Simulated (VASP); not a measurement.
# ZrS2 (n.B) in VASP: single point with PBEsol

Aim: the single point of ZrS2 (n.B) with PBEsol.

All numbers are computed with VASP 6.6.1; they aren't measurements. Logs are shortened: lines on timing, memory, paths and dates and some standing lists are left out, and cuts for length are marked.

**1. The cell of the first run**

The cell holds a sheet with vacuum, 3 atoms: a = 3.634 Å, b = 3.634 Å, c = 29.600 Å, α = 90.00°, β = 90.00°, γ = 120.00°.

**2. Single point, PBEsol**

The input, INCAR:

```
PREC = Accurate
ENCUT = 400
EDIFF = 1E-6
ISMEAR = 0
SIGMA = 0.03
LREAL = False
LASPH = True
NELM = 120
ALGO = Normal
ISIF = 2
LWAVE = False
LCHARG = False
LDIPOL = True
IDIPOL = 3
DIPOL = 0.5 0.5 0.285
GGA = PS
NBANDS = 19
GGA_COMPAT = False
NELMDL = -8
```

The input, KPOINTS:

```
regular mesh
0
Gamma
  12 12 1
```

The input, POSCAR:

```
ZrS2
1.0
    3.6335712987      0.0000000000      0.0000000000
   -1.8167856494      3.1467650511      0.0000000000
    0.0000000000      0.0000000000     29.6000000022
S Zr
2 1
Direct
    0.3333333333      0.6666666667      0.2365599980
    0.6666666667      0.3333333333      0.3343859479
    0.0000000000      0.0000000000      0.2854729730
```

Potentials or basis: VASP PAW PBE potentials, release 64 (S, Zr_sv).

Started as:

```bash
> cat potpaw_PBE.64/S/POTCAR potpaw_PBE.64/Zr_sv/POTCAR > POTCAR
> mpirun -np 1 vasp_std > vasp.out
```

OUTCAR:

```text
PREC = Accurate
   ENCUT = 400
   EDIFF = 1E-6
   ISMEAR = 0
   LREAL = False
   LASPH = True
   NELM = 120
   ISIF = 2
   GGA = PS
   NELMDL = -8

 ion  position               nearest neighbor table
   1  0.333  0.667  0.237-   3 2.55   3 2.55   3 2.55
   2  0.667  0.333  0.334-   3 2.55   3 2.55   3 2.55
   3  0.000  0.000  0.285-   2 2.55   2 2.55   2 2.55   1 2.55   1 2.55   1 2.55

  LATTYP: Found a hexagonal cell.
 ALAT       =     3.6335712987
 C/A-ratio  =     8.1462554520

  Lattice vectors:

 A1 = (   3.6335712987,   0.0000000000,   0.0000000000)
 A2 = (  -1.8167856494,   3.1467650511,   0.0000000000)
 A3 = (   0.0000000000,   0.0000000000,  29.6000000022)

Analysis of symmetry for initial positions (statically):
=====================================================================
 Subroutine PRICEL returns:
 Original cell was already a primitive cell.

 Routine SETGRP: Setting up the symmetry group for a
 hexagonal supercell.

 Subroutine GETGRP returns: Found 12 space group operations
 (whereof  6 operations were pure point group operations)
 out of a pool of 24 trial point group operations.

The static configuration has the point symmetry C_3v.
 The point group associated with its full space group is D_3d.

Analysis of symmetry for dynamics (positions and initial velocities):
=====================================================================
 Subroutine PRICEL returns:
 Original cell was already a primitive cell.

 Routine SETGRP: Setting up the symmetry group for a
 hexagonal supercell.

 Subroutine GETGRP returns: Found 12 space group operations
 (whereof  6 operations were pure point group operations)
 out of a pool of 24 trial point group operations.

The dynamic configuration has the point symmetry C_3v.
 The point group associated with its full space group is D_3d.

 Subroutine INISYM returns: Found 12 space group operations
 (whereof  6 operations are pure point group operations),
 and found     1 'primitive' translations

----------------------------------------------------------------------------------------

                                     Primitive cell

  volume of cell :     338.4463

  direct lattice vectors                    reciprocal lattice vectors
     3.633571299  0.000000000  0.000000000     0.275211333  0.158893337  0.000000000
    -1.816785649  3.146765051  0.000000000     0.000000000  0.317786674  0.000000000
     0.000000000  0.000000000 29.600000002     0.000000000  0.000000000  0.033783784

[... 85 lines left out ...]
   ISIF   =      2    stress and relaxation
   ISYM   =      2    0-nonsym 1-usesym 2-fastsym
   POTIM  = 0.5000    time-step for ionic-motion
   TEBEG  =    0.0;   TEEND  =   0.0 temperature during run
   PSTRESS=    0.0 pullay stress
   NELECT =      24.0000    total number of electrons
   NUPDOWN=      -1.0000    fix difference up-down
   EMIN   =  10.00;   EMAX   =-10.00  energy-range for DOS
   EFERMI =   0.00;   METHOD = LEGACY
   ISMEAR =     0;   SIGMA  =   0.03  broadening in eV -4-tet -1-fermi 0-gaus
   EFERMI_NEDOS =   21; number of points for ismear=-14 and -15
   IALGO  =     38    algorithm
   IMIX   =      4    mixing-type and parameters
     AMIX     =   0.40;   BMIX     =  1.00
     AMIX_MAG =   1.60;   BMIX_MAG =  1.00
  volume/ion in A,a.u.               =     112.82       761.32
  Fermi-wavevector in a.u.,A,eV,Ry     =   0.677613  1.280504  6.247251  0.459160
  Thomas-Fermi vector in A             =   1.755274
   LORBIT       =      0    0 simple, 1 ext, 2 COOP (PROOUT), +10 PAW based schemes
   GGA     = PS    functional components
   LHFCALC =     F    Hartree Fock is set to
   AEXX    =    0.0000 exact exchange contribution
   IVDW    =     0    specifies the selected vdW correction
   LEPSILON=     F    determine dielectric tensor
   LRPA    =     F    only Hartree local field effects (RPA)
 non-spin polarized calculation
 Gauss-broadening in eV      SIGMA  =   0.03
  energy-cutoff  :      400.00
  volume of cell :      338.45
 maximum number of plane-waves:      6187
 NGX is ok and might be reduce to    24
   NGX = 11   NGY = 11   NGZ = 97

 dipolmoment           0.000000      0.000000     -0.000053 electrons x Angstroem

 number of electron      24.0000008 magnetization

 dipolmoment           0.000000      0.000000      0.000004 electrons x Angstroem

 Free energy of the ion-electron system (eV)
  ---------------------------------------------------
  ext. energy  EPLUGINS =         0.00000000
  ---------------------------------------------------
  free energy    TOTEN  =       -22.51864026 eV

  energy without entropy =      -22.51864026  energy(sigma->0) =      -22.51864026

 E-fermi :  -4.0416     XC(G=0):  -2.2569

 val. band max:       -4.1894795974   @ k =   0.0000   0.0000   0.0000
 cond. band min:      -3.1524562612   @ k =   0.5000  -0.0000   0.0000
 fundamental gap:      1.0370233363
 Fermi energy:        -4.0416359210

 k-point     1 :       0.0000    0.0000    0.0000
  band No.  band energies     occupation
      1     -52.8856      2.00000
      2     -31.0061      2.00000
      3     -30.8346      2.00000
      4     -30.8346      2.00000
      5     -16.6982      2.00000
      6     -15.4897      2.00000
[... 395 lines left out ...]
      6     -15.4651      2.00000
[... 11 lines left out ...]
     18       4.4596      0.00000
     19       4.8780      0.00000

------------------------ aborting loop because EDIFF is reached ----------------------------------------

 vacuum level on the upper side and lower side of the slab       (xc-potential included)        -0.007        -0.007

  FORCE on cell =-STRESS in cart. coord.  units (eV):
  Direction    XX          YY          ZZ          XY          YZ          ZX
  --------------------------------------------------------------------------------------
  -------------------------------------------------------------------------------------
  Total       -0.0033239     -0.0033239      0.0105834      0.0000000      0.0000000      0.0000000
  in kB       -0.0157350     -0.0157350      0.0501011      0.0000000      0.0000000      0.0000000
  external PRESSURE =       0.0062103 kB  Pullay stress =       0.0000000 kB

 VOLUME and BASIS-vectors are now :
 -----------------------------------------------------------------------------
  energy-cutoff  :      400.00
  volume of cell :      338.45
      direct lattice vectors                 reciprocal lattice vectors
     3.633571299  0.000000000  0.000000000     0.275211333  0.158893337  0.000000000
    -1.816785649  3.146765051  0.000000000     0.000000000  0.317786674  0.000000000
     0.000000000  0.000000000 29.600000002     0.000000000  0.000000000  0.033783784

 POSITION                                       TOTAL-FORCE (eV/Angst)
 -----------------------------------------------------------------------------------
     -0.00000      2.09784      7.00218        -0.000000      0.000000     -0.018466
      1.81679      1.04892      9.89782         0.000000     -0.000000      0.018466
      0.00000      0.00000      8.45000        -0.000000     -0.000000     -0.000000
 -----------------------------------------------------------------------------------
    total drift:                                0.000000     -0.000000      0.000086

  FREE ENERGIE OF THE ION-ELECTRON SYSTEM (eV)
  ---------------------------------------------------
  free  energy   TOTEN  =       -22.5186402640 eV

  energy  without entropy=      -22.5186402640  energy(sigma->0) =      -22.51864026

 vacuum level on the upper side and lower side of the slab         2.170         2.170
```

Wall time 62 s (1 thread of Intel Xeon 6975P-C (Granite Rapids), shared host); peak memory 0.35 GiB.

Results:

* Free energy: -22.5186 eV
* Largest force: 0.018 eV/Å
* Band gap on the k mesh: 1.04 eV, indirect (least direct gap 1.63 eV)

Forces in eV/Å, atoms in the order of the input:
```
S    0.000  0.000 -0.018
S    0.000  0.000  0.018
Zr   0.000  0.000  0.000
```

Caveat: the PAW data sets were made with another functional, which shifts forces and pressure a little.
